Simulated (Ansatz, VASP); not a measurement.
Two plane-wave programs on AlN

Contents of INCAR:

```
ALGO = Normal
EDIFF = 1E-6
ENCUT = 520
GGA = PS
ISIF = 2
ISMEAR = 0
LASPH = True
LCHARG = False
LREAL = False
LWAVE = False
NBANDS = 11
NELM = 80
PREC = Accurate
SIGMA = 0.05
```

The input KPOINTS:

```
k-points
0
Gamma
  10 10 10
```

Contents of POSCAR:

```
AlN
1.0
    0.0000000000      2.0345180000      2.0548631800
    2.0345180000      0.0000000000      2.0548631800
    2.0345180000      2.0345180000      0.0000000000
Al N
1 1
Direct
    0.5000000000      0.5000000000      0.5000000000
    0.0000000000      0.0000000000      0.0000000000
```

Input for Ansatz:

```yaml
crystal:
  lattice:
    - [0.0, 2.034518, 2.05486318]
    - [2.034518, 0.0, 2.05486318]
    - [2.034518, 2.034518, 0.0]
  atoms:
    - { symbol: Al, position: [0.5, 0.5, 0.5] }
    - { symbol: "N", position: [0.0, 0.0, 0.0] }
basis:
  ecutwfc: 420
kpoints:
  mp_grid: { grid: [10, 10, 10] }
hamiltonian:
  xc: pbesol
scf:
  occupations: { method: gaussian, width: 0.05 }
output:
  forces: true
  stress: true
  eigenvalues: true
```

Change from the starting cell: strain +0.0100 x Voigt [0, 0, 1, 0, 0, 0], atoms carried along.

Alike in both runs: task single point; functional PBEsol; k mesh 10 × 10 × 10; occupations gaussian, width 0.05 eV; no spin polarisation.

|  | VASP | Ansatz |
| --- | --- | --- |
| version | VASP 6.6.1 | Ansatz 0.2.0 |
| potentials or method | VASP PAW PBE potentials, release 64 (Al, N), cutoff 520 eV | scalar-relativistic, plane waves, PAW |
| valence electrons in the cell | 8 | 8 |

```tsv
	VASP	Ansatz	Ansatz less VASP
gap on the k mesh at the Fermi level (eV)	4.21	4.21	+0.004
least direct gap on the mesh (eV)	5.21	5.19	-0.019
pressure (GPa)	-6.9	-6.8	+0.09
traceless stress, the component that is largest in VASP (GPa)	-1.57	-1.56	+0.007
```

VASP's potentials were made for PBE, not for PBEsol. With one functional, cell and mesh, what is left measures potentials, basis and numerics.
